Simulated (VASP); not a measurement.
# Al2Pt (Fm-3m) in VASP: further runs, part 2 of 2

VASP 6.6.1. Earlier steps stand in the parts before.

**3. Relaxation of cell and atoms, PBE**

This run uses another cell than the first one, of 17.10 Å³/atom, 0.976 times its volume.

The input, INCAR:

```
  PREC = Accurate
  ENCUT = 500
  EDIFF = 1E-7
  ISMEAR = 0
  SIGMA = 0.1
  LREAL = False
  LASPH = True
  NELM = 120
  ALGO = Normal
  ISIF = 3
  LWAVE = False
  LCHARG = False
  GGA = PE
  IBRION = 2
  NSW = 60
  EDIFFG = -0.04
  GGA_COMPAT = False
  NELMIN = 4
```

The input, KPOINTS:

```
regular mesh
0
Gamma
  6 6 6
```

The input, POSCAR:

```
Al2Pt
1.0
    0.0000000000      2.9491705900      2.9491705900
    2.9491705900      0.0000000000      2.9491705900
    2.9491705900      2.9491705900      0.0000000000
Al Pt
2 1
Direct
    0.2500000000      0.2500000000      0.2500000000
    0.7500000000      0.7500000000      0.7500000000
    0.0000000000      0.0000000000      0.0000000000
```

Potentials or basis: VASP PAW PBE potentials, release 64 (Al, Pt).

The run is started by

```sh
cat potpaw_PBE.64/Al/POTCAR potpaw_PBE.64/Pt/POTCAR > POTCAR
mpirun -np 1 vasp_std > vasp.out
```

OUTCAR:

```text
PREC = Accurate
   ENCUT = 500
   EDIFF = 1E-7
   ISMEAR = 0
   LREAL = False
   LASPH = True
   NELM = 120
   ISIF = 3
   GGA = PE
   IBRION = 2
   NSW = 60
   EDIFFG = -0.04
   NELMIN = 4

 ion  position               nearest neighbor table
   1  0.250  0.250  0.250-   3 2.55   3 2.55   3 2.55   3 2.55   2 2.95   2 2.95   2 2.95   2 2.95
                             2 2.95   2 2.95
   2  0.750  0.750  0.750-   3 2.55   3 2.55   3 2.55   3 2.55   1 2.95   1 2.95   1 2.95   1 2.95
                             1 2.95   1 2.95
   3  0.000  0.000  0.000-   1 2.55   2 2.55   2 2.55   2 2.55   2 2.55   1 2.55   1 2.55   1 2.55

  LATTYP: Found a face centered cubic cell.
 ALAT       =     5.8983411800

  Lattice vectors:

 A1 = (   0.0000000000,   2.9491705900,   2.9491705900)
 A2 = (   2.9491705900,   0.0000000000,   2.9491705900)
 A3 = (   2.9491705900,   2.9491705900,   0.0000000000)

Analysis of symmetry for initial positions (statically):
=====================================================================
 Subroutine PRICEL returns:
 Original cell was already a primitive cell.

 Routine SETGRP: Setting up the symmetry group for a
 face centered cubic supercell.

[... 151 lines left out ...]

 number of electron      16.0000001 magnetization

 Free energy of the ion-electron system (eV)
  ---------------------------------------------------
  ext. energy  EPLUGINS =         0.00000000
  ---------------------------------------------------
  free energy    TOTEN  =       -16.25848038 eV

  energy without entropy =      -16.25553284  energy(sigma->0) =      -16.25700661

------------------------ aborting loop because EDIFF is reached ----------------------------------------

  FORCE on cell =-STRESS in cart. coord.  units (eV):
  Direction    XX          YY          ZZ          XY          YZ          ZX
  --------------------------------------------------------------------------------------
  -------------------------------------------------------------------------------------
  Total        0.9876353      0.9876353      0.9876353      0.0000000      0.0000000      0.0000000
  in kB       30.8444853     30.8444853     30.8444853      0.0000000      0.0000000      0.0000000
  external PRESSURE =      30.8444853 kB  Pullay stress =       0.0000000 kB
[... 61 lines left out ...]
--------------------------------------- Ionic step        3  -------------------------------------------

 number of electron      16.0000002 magnetization

 Free energy of the ion-electron system (eV)
  ---------------------------------------------------
  ext. energy  EPLUGINS =         0.00000000
  ---------------------------------------------------
  free energy    TOTEN  =       -16.26942723 eV

  energy without entropy =      -16.26655835  energy(sigma->0) =      -16.26799279

 E-fermi :   7.7315     XC(G=0): -10.6285

 val. band max:        7.6808608637   @ k =  -0.3333   0.3333   0.0000
 cond. band min:       7.9390191023   @ k =   0.5000   0.3333   0.1667
 fundamental gap:      0.2581582387
 Fermi energy:         7.7314949369

 k-point     1 :       0.0000    0.0000    0.0000
  band No.  band energies     occupation
      1      -2.4053      2.00000
      2       2.7338      2.00000
      3       2.7338      2.00000
      4       2.7338      2.00000
      5       4.0692      2.00000
      6       4.0692      2.00000
      7      10.5395      0.00000
      8      11.5158      0.00000
      9      11.5158      0.00000
     10      11.5158      0.00000
     11      13.0201      0.00000
     12      13.0201      0.00000
[... 253 lines left out ...]
  FREE ENERGIE OF THE ION-ELECTRON SYSTEM (eV)
  ---------------------------------------------------
  free  energy   TOTEN  =       -16.2694272349 eV

  energy  without entropy=      -16.2665583526  energy(sigma->0) =      -16.26799279

 reached required accuracy - stopping structural energy minimisation
```

CONTCAR:

```text
Al2Pt
   1.00000000000000
     0.0000000000000000    2.9713588440587873    2.9713588440587873
     2.9713588440587873    0.0000000000000000    2.9713588440587873
     2.9713588440587873    2.9713588440587873    0.0000000000000000
  Al              Pt
     2     1
Direct
     0.2500000000000000    0.2500000000000000    0.2500000000000000
     0.7500000000000000    0.7500000000000000    0.7500000000000000
     0.0000000000000000    0.0000000000000000    0.0000000000000000

  0.00000000E+00  0.00000000E+00  0.00000000E+00
  0.00000000E+00  0.00000000E+00  0.00000000E+00
  0.00000000E+00  0.00000000E+00  0.00000000E+00
```

Wall time 36 s (1 thread of AMD EPYC 7R43 (Zen 3), shared host); peak memory 0.14 GiB.

Results:

* Free energy: -16.2694 eV
* Relaxed volume: 17.49 Å³/atom
* Relaxed cell: a = 4.202 Å, b = 4.202 Å, c = 4.202 Å, α = 60.00°, β = 60.00°, γ = 60.00°
* Space group after relaxing (to 0.05 Å): Fm-3m (No. 225)
* Energy gained by relaxing: 3.6 meV/atom
* Ionic steps: 3
* Pressure after relaxing: 0.0 GPa
* Band gap on the k mesh: zero (band 8 reaches 11.52 eV, above the bottom of band 9 at 6.13 eV)

Step by step:
```tsv
step	energy change (eV)	largest force (eV/Å)	pressure (GPa)	volume (Å³)
1	0.0000	0.0000	3.08	51.30
2	0.0020	0.0000	-3.06	53.78
3	-0.0109	0.0000	0.01	52.47
```

Final structure:
```
Al Pt
1.0
     0.00000    2.97136    2.97136
     2.97136    0.00000    2.97136
     2.97136    2.97136    0.00000
Al Pt
2 1
Cartesian
  1.4857 1.4857 1.4857
  4.4570 4.4570 4.4570
  0.0000 0.0000 0.0000
```

Caveat: spin-orbit coupling is left out, which moves the levels of the heavy elements.

**4. Single point, PBE**

This run uses another cell than the first one, of 17.10 Å³/atom, 0.976 times its volume.

The input, INCAR:

```
ALGO = Normal ; EDIFF = 1E-6
ENCUT = 500 ; GGA = PE
GGA_COMPAT = F ; ISIF = 2
ISMEAR = 0 ; LASPH = T
LCHARG = F ; LREAL = F
LWAVE = F ; NBANDS = 15
NELM = 120 ; PREC = Accurate
SIGMA = 0.1
```

The input, KPOINTS:

```
k-points
0
Gamma
  6 6 6
```

The input, POSCAR:

```
Al2Pt
1.0
    0.0000000000      2.9491710000      2.9491710000
    2.9491710000      0.0000000000      2.9491710000
    2.9491710000      2.9491710000      0.0000000000
Al Pt
2 1
Direct
    0.2500000000      0.2500000000      0.2500000000
    0.7500000000      0.7500000000      0.7500000000
    0.0000000000      0.0000000000      0.0000000000
```

Potentials or basis: VASP PAW PBE potentials, release 64 (Al, Pt).

The run is started by

```sh
cat potpaw_PBE.64/Al/POTCAR potpaw_PBE.64/Pt/POTCAR > POTCAR
mpirun -np 1 vasp_std > vasp.out
```

OUTCAR:

```text
EDIFF = 1E-6
   ENCUT = 500
   GGA = PE
   ISIF = 2
   ISMEAR = 0
   LASPH = T
   LREAL = F
   NELM = 120
   PREC = Accurate

 ion  position               nearest neighbor table
   1  0.250  0.250  0.250-   3 2.55   3 2.55   3 2.55   3 2.55   2 2.95   2 2.95   2 2.95   2 2.95
                             2 2.95   2 2.95
   2  0.750  0.750  0.750-   3 2.55   3 2.55   3 2.55   3 2.55   1 2.95   1 2.95   1 2.95   1 2.95
                             1 2.95   1 2.95
   3  0.000  0.000  0.000-   1 2.55   2 2.55   2 2.55   2 2.55   2 2.55   1 2.55   1 2.55   1 2.55

[... 473 lines left out ...]
  FORCE on cell =-STRESS in cart. coord.  units (eV):
  Direction    XX          YY          ZZ          XY          YZ          ZX
  --------------------------------------------------------------------------------------
  -------------------------------------------------------------------------------------
  Total        0.9878362      0.9878362      0.9878362     -0.0000000      0.0000000     -0.0000000
  in kB       30.8507448     30.8507448     30.8507448     -0.0000000      0.0000000     -0.0000000
  external PRESSURE =      30.8507448 kB  Pullay stress =       0.0000000 kB

 VOLUME and BASIS-vectors are now :
 -----------------------------------------------------------------------------
  energy-cutoff  :      500.00
  volume of cell :       51.30
      direct lattice vectors                 reciprocal lattice vectors
     0.000000000  2.949171000  2.949171000    -0.169539169  0.169539169  0.169539169
     2.949171000  0.000000000  2.949171000     0.169539169 -0.169539169  0.169539169
     2.949171000  2.949171000  0.000000000     0.169539169  0.169539169 -0.169539169

 POSITION                                       TOTAL-FORCE (eV/Angst)
 -----------------------------------------------------------------------------------
      1.47459      1.47459      1.47459         0.000000      0.000000      0.000000
      4.42376      4.42376      4.42376        -0.000000     -0.000000     -0.000000
      0.00000      0.00000      0.00000         0.000000      0.000000     -0.000000
 -----------------------------------------------------------------------------------
    total drift:                                0.000000     -0.000000     -0.000000

  FREE ENERGIE OF THE ION-ELECTRON SYSTEM (eV)
  ---------------------------------------------------
  free  energy   TOTEN  =       -16.2584806779 eV

  energy  without entropy=      -16.2555331508  energy(sigma->0) =      -16.25700691
```

OSZICAR:

```text
N       E                     dE             d eps       ncg     rms          rms(c)
DAV:   1     0.454292395495E+02    0.45429E+02   -0.64361E+03   488   0.872E+02
DAV:   2    -0.154164326931E+02   -0.60846E+02   -0.54857E+02   599   0.165E+02
DAV:   3    -0.168262237963E+02   -0.14098E+01   -0.14043E+01   634   0.234E+01
DAV:   4    -0.168376085759E+02   -0.11385E-01   -0.11384E-01   578   0.252E+00
DAV:   5    -0.168378163042E+02   -0.20773E-03   -0.20773E-03   627   0.349E-01    0.865E+00
DAV:   6    -0.163668317518E+02    0.47098E+00   -0.18780E+00   564   0.125E+01    0.222E+00
DAV:   7    -0.162881860927E+02    0.78646E-01   -0.13747E-01   529   0.348E+00    0.165E+00
DAV:   8    -0.162582491409E+02    0.29937E-01   -0.28544E-02   529   0.143E+00    0.247E-01
DAV:   9    -0.162583330967E+02   -0.83956E-04   -0.12309E-03   613   0.292E-01    0.160E-01
DAV:  10    -0.162584802339E+02   -0.14714E-03   -0.24472E-04   508   0.107E-01    0.155E-02
DAV:  11    -0.162584789361E+02    0.12978E-05   -0.10390E-05   620   0.305E-02    0.747E-03
DAV:  12    -0.162584807151E+02   -0.17790E-05   -0.42706E-06   501   0.126E-02    0.164E-03
DAV:  13    -0.162584806779E+02    0.37189E-07   -0.16065E-07   331   0.375E-03
   1 F= -.16258481E+02 E0= -.16257007E+02  d E =-.294753E-02
```

Run time: 12 s. Hardware: 1 thread of Intel Xeon Platinum 8488C (Sapphire Rapids), shared host; peak memory 0.17 GiB.

Results:

```
Free energy            : -16.2585 eV
Pressure               : 3.1 GPa
Band gap on the k mesh : zero (band 8 reaches 11.80 eV, above the bottom of band 9 at 6.36 eV)
```

Caveat: spin-orbit coupling is left out, which moves the levels of the heavy elements.

**5. Single point, PBE**

The input, INCAR:

```
SYSTEM = Al2Pt
PREC = Accurate ; ENCUT = 500
EDIFF = 1E-6 ; ISMEAR = 0
SIGMA = 0.1 ; LREAL = .False.
LASPH = .True. ; NELM = 120
ALGO = Normal ; ISIF = 2
LWAVE = .False. ; LCHARG = .False.
GGA = PE ; NBANDS = 15
GGA_COMPAT = .False.
```

The input, KPOINTS:

```
Automatic mesh
0
Gamma
  6 6 6
  0 0 0
```

The input, POSCAR:

```
Al2Pt
1.0
    0.0000000000      2.9727292958      2.9727292958
    2.9727292958      0.0000000000      2.9727292958
    2.9727292958      2.9727292958      0.0000000000
Al Pt
2 1
Direct
    0.2500000000      0.2500000000      0.2500000000
    0.7500000000      0.7500000000      0.7500000000
    0.0000000000      0.0000000000      0.0000000000
```

The run is started by

```sh
cat potpaw_PBE.64/Al/POTCAR potpaw_PBE.64/Pt/POTCAR > POTCAR
mpirun -np 1 vasp_std > vasp.out
```

Wall time 14 s (1 thread of Intel Xeon Platinum 8488C (Sapphire Rapids), shared host); peak memory 0.18 GiB.

The run converged. Its results:

- Free energy: -16.2697 eV
- Pressure: -0.2 GPa
- Band gap on the k mesh: zero (band 8 reaches 11.50 eV, above the bottom of band 9 at 6.12 eV)

Levels at points of the mesh, in eV from the Fermi level:
| k point | band 5 | band 6 | band 7 | band 8 | band 9 | band 10 | band 11 | band 12 |
| --- | --- | --- | --- | --- | --- | --- | --- | --- |
| (0.00, 0.00, 0.00) | -3.66 | -3.66 | 2.80 | 3.78 | 3.78 | 3.78 | 5.28 | 5.28 |
| (0.50, 0.00, 0.00) | -3.68 | -3.44 | -3.44 | 0.99 | 0.99 | 3.71 | 5.05 | 5.05 |
| (0.50, 0.50, 0.00) | -3.75 | -3.39 | -3.18 | -1.60 | -1.60 | 2.99 | 3.33 | 8.03 |

Caveat: spin-orbit coupling is left out, which moves the levels of the heavy elements.

**6. Relaxation of cell and atoms, PBE**

This run uses another cell than the first one, of 17.10 Å³/atom, 0.976 times its volume.

The input, INCAR:

```
  PREC = Accurate
  ENCUT = 500
  EDIFF = 1E-7
  ISMEAR = 0
  SIGMA = 0.1
  LREAL = False
  LASPH = True
  NELM = 120
  ALGO = Normal
  ISIF = 3
  LWAVE = False
  LCHARG = False
  GGA = PE
  IBRION = 2
  NSW = 60
  EDIFFG = -0.04
  GGA_COMPAT = False
  NELMIN = 4
```

The input, KPOINTS:

```
regular mesh
0
Gamma
  6 6 6
```

The input, POSCAR:

```
Al2Pt
1.0
    0.0000000000      2.9491710000      2.9491710000
    2.9491710000      0.0000000000      2.9491710000
    2.9491710000      2.9491710000      0.0000000000
Al Pt
2 1
Direct
    0.2500000000      0.2500000000      0.2500000000
    0.7500000000      0.7500000000      0.7500000000
    0.0000000000      0.0000000000      0.0000000000
```

Potentials or basis: VASP PAW PBE potentials, release 64 (Al, Pt).

The run is started by

```sh
cat potpaw_PBE.64/Al/POTCAR potpaw_PBE.64/Pt/POTCAR > POTCAR
mpirun -np 1 vasp_std > vasp.out
```

Wall time 21 s (1 thread of Intel Xeon Platinum 8488C (Sapphire Rapids), shared host); peak memory 0.18 GiB.

It converged, with:

- Free energy: -16.2694 eV
- Relaxed volume: 17.49 Å³/atom
- Relaxed cell: a = 4.202 Å, b = 4.202 Å, c = 4.202 Å, α = 60.00°, β = 60.00°, γ = 60.00°
- Space group after relaxing (to 0.05 Å): Fm-3m (No. 225)
- Energy gained by relaxing: 3.6 meV/atom
- Ionic steps: 3
- Pressure after relaxing: 0.0 GPa
- Band gap on the k mesh: zero (band 8 reaches 11.52 eV, above the bottom of band 9 at 6.13 eV)

The path:
```csv
step,energy change (eV),largest force (eV/Å),pressure (GPa),volume (Å³)
1,0.0000,0.0000,3.08,51.30
2,0.0020,0.0000,-3.06,53.78
3,-0.0109,0.0000,0.01,52.47
```

Final structure:
```xyz
3
Lattice="0.0000 2.9714 2.9714 2.9714 0.0000 2.9714 2.9714 2.9714 0.0000" Properties=species:S:1:pos:R:3 pbc="T T T"
Al    1.4857    1.4857    1.4857
Al    4.4570    4.4570    4.4570
Pt    0.0000    0.0000    0.0000
```

Levels at points of the mesh, in eV from the Fermi level:
```csv
k point,band 4,band 5,band 6,band 7,band 8,band 9,band 10,band 11,band 12
"(0.00, 0.00, 0.00)",-5.00,-3.66,-3.66,2.81,3.78,3.78,3.78,5.29,5.29
"(0.50, 0.00, 0.00)",-4.68,-3.69,-3.45,-3.45,0.99,0.99,3.71,5.06,5.06
"(0.50, 0.50, 0.00)",-3.75,-3.75,-3.39,-3.18,-1.60,-1.60,3.00,3.33,8.04
```

Caveat: spin-orbit coupling is left out, which moves the levels of the heavy elements.

**7. The runs side by side**

| task | cell | gap on the mesh (eV) | pressure (GPa) |
| --- | --- | --- | --- |
| single point | a = 4.204 Å, angles 60.0°, 3 atoms | none | -0.2 |
| relaxation of cell and atoms | relaxed from a = 4.171 Å, angles 60.0°, 3 atoms | none | 0.0 |
| single point | a = 4.171 Å, angles 60.0°, 3 atoms | none | 3.1 |

Alike in all rows: level PBE; potentials or basis VASP PAW PBE potentials, release 64 (Al, Pt); no spin polarisation; k mesh 6 × 6 × 6; cutoff (eV) 500; smearing gaussian 0.1 eV.

Caveats: spin-orbit coupling is left out, which moves the levels of the heavy elements.

Total energies depend on the potentials used, so only differences within one code and one set of settings carry meaning.
